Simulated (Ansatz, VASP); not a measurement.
**One calculation of Si2W3, two programs**

```
Si W
1.0
     4.46676    0.00000    0.00000
     0.00000    4.46676    0.00000
     0.00000    0.00000    4.46676
Si W
2 3
Direct
  0.50000 0.50000 0.50000
  0.00000 0.00000 0.00000
  0.50000 0.00000 0.00000
  0.00000 0.50000 0.00000
  0.00000 0.00000 0.50000
```

Alike in both runs: functional PBE; k mesh 8 × 8 × 8; occupations gaussian, width 0.1 eV; no spin polarisation.

Ansatz relaxed the structure, and its values are those at the end. VASP's run is a single point on that final structure, the one shown.

```csv
,VASP,Ansatz
version,VASP 6.6.1,Ansatz 0.2.0
potentials or method,"VASP PAW PBE potentials, release 64 (Si, W_sv), cutoff 520 eV","scalar-relativistic, plane waves, PAW"
valence electrons in the cell,50,50
```

|  | VASP | Ansatz | Ansatz less VASP |
| --- | --- | --- | --- |
| gap on the k mesh at the Fermi level (eV) | none | none | - |
| pressure (GPa) | 0.2 | 0.0 | -0.15 |

A gap of «none» marks a metal or a gap that the smearing closes.

Spin-orbit coupling is off throughout.
